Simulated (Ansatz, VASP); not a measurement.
## Mo3N4: VASP beside Ansatz

File INCAR:

```
SYSTEM = Mo3N4
ALGO = Normal
EDIFF = 1E-8
ENCUT = 520
GGA = PS
ISIF = 2
ISMEAR = -1
LASPH = .True.
LCHARG = .False.
LEFG = .True.
LREAL = .False.
LWAVE = .False.
NBANDS = 40
NELM = 100
PREC = Accurate
SIGMA = 0.15
```

File KPOINTS:

```
k-points
0
Gamma
  8 8 8
  0 0 0
```

File POSCAR:

```
Mo3N4
1.0
    4.1657145949      0.0000000000      0.0000000000
    0.0000000000      4.1657145949      0.0000000000
    0.0000000000      0.0000000000      4.1657145949
Mo N
3 4
Direct
    0.5000000000      0.5000000000      0.0000000000
    0.0000000000      0.5000000000      0.5000000000
    0.5000000000      0.0000000000      0.5000000000
    0.5000000000      0.5000000000      0.5000000000
    0.5000000000      0.0000000000      0.0000000000
    0.0000000000      0.5000000000      0.0000000000
    0.0000000000      0.0000000000      0.5000000000
```

Input for Ansatz:

```yaml
crystal:
  lattice:
    - [4.1657145949, 0.0, 0.0]
    - [0.0, 4.1657145949, 0.0]
    - [0.0, 0.0, 4.1657145949]
  atoms:
    - { symbol: Mo, position: [0.5, 0.5, 0.0] }
    - { symbol: Mo, position: [0.0, 0.5, 0.5] }
    - { symbol: Mo, position: [0.5, 0.0, 0.5] }
    - { symbol: "N", position: [0.5, 0.5, 0.5] }
    - { symbol: "N", position: [0.5, 0.0, 0.0] }
    - { symbol: "N", position: [0.0, 0.5, 0.0] }
    - { symbol: "N", position: [0.0, 0.0, 0.5] }
basis:
  ecutwfc: 420
kpoints:
  mp_grid: { grid: [8, 8, 8] }
hamiltonian:
  xc: pbesol
scf:
  occupations: { method: fermi_dirac, width: 0.15 }
output:
  forces: true
  stress: true
  eigenvalues: true
  efg: {}
checkpoint:
  read: start.run
  write: ck
  compress: false
  write_wavefunctions: false
  write_every: 100000
```

Alike in both runs: task electric field gradients; functional PBEsol; k mesh 8 × 8 × 8; occupations fermi-dirac, width 0.15 eV; no spin polarisation.

|  | VASP | Ansatz |
| --- | --- | --- |
| version | VASP 6.6.1 | Ansatz 0.2.0 |
| potentials or method | VASP PAW PBE potentials, release 64 (Mo_sv, N), cutoff 520 eV | scalar-relativistic, plane waves, PAW |
| valence electrons in the cell | 62 | 62 |

Ansatz gave:

| Item | Value |
| --- | --- |
| gap on the k mesh at the Fermi level (eV) | none |
| pressure (GPa) | 0.0 |
| size of Vzz on the site where it differs most (V/Å²) | 63.9 |

What did VASP give for the same quantities?

gap on the k mesh at the Fermi level (eV): none; pressure (GPa): 0.5; size of Vzz on the site where it differs most (V/Å²): 55.5.

VASP's potentials were made for PBE, not for PBEsol. A gap of «none» marks a metal or a gap that the smearing closes.
